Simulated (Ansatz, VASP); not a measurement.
**H: VASP beside Ansatz**

```xyz
4
Lattice="2.7022 -2.6439 0.0000 2.7022 2.6439 0.0000 0.0000 0.0000 4.1418" Properties=species:S:1:pos:R:3 pbc="T T T"
H     2.7022   -2.3969    0.2838
H     2.7022    0.2470    1.7872
H     2.7022   -0.2470    2.3547
H     2.7022    2.3969    3.8581
```

Change from the starting cell: strain +0.030 along x and y, +0.000 along z, atoms carried along.

Alike in both runs: task single point; functional PBEsol; k mesh 6 × 6 × 6; occupations gaussian, width 0.05 eV; no spin polarisation.

|  | VASP | Ansatz |
| --- | --- | --- |
| version | VASP 6.6.1 | Ansatz 0.2.0 |
| potentials or method | VASP PAW PBE potentials, release 64 (H), cutoff 520 eV | scalar-relativistic, plane waves, PAW |
| valence electrons in the cell | 4 | 4 |

VASP gave:

| Quantity | Value |
| --- | --- |
| gap on the k mesh at the Fermi level (eV) | 9.14 |
| least direct gap on the mesh (eV) | 9.71 |
| pressure (GPa) | 0.2 |
| traceless stress, the component that is largest in VASP (GPa) | -0.29 |
| rms of the force components (eV/Å) | 0.138 |

**Question.** Estimate Ansatz's values.

**Answer.** gap on the k mesh at the Fermi level (eV): 9.14; least direct gap on the mesh (eV): 9.72; pressure (GPa): 0.3; traceless stress, the component that is largest in VASP (GPa): -0.30; rms of the force components (eV/Å): 0.136.

VASP's potentials were made for PBE, not for PBEsol. Atom by atom the forces differ by 0.002 eV/Å (rms over components).
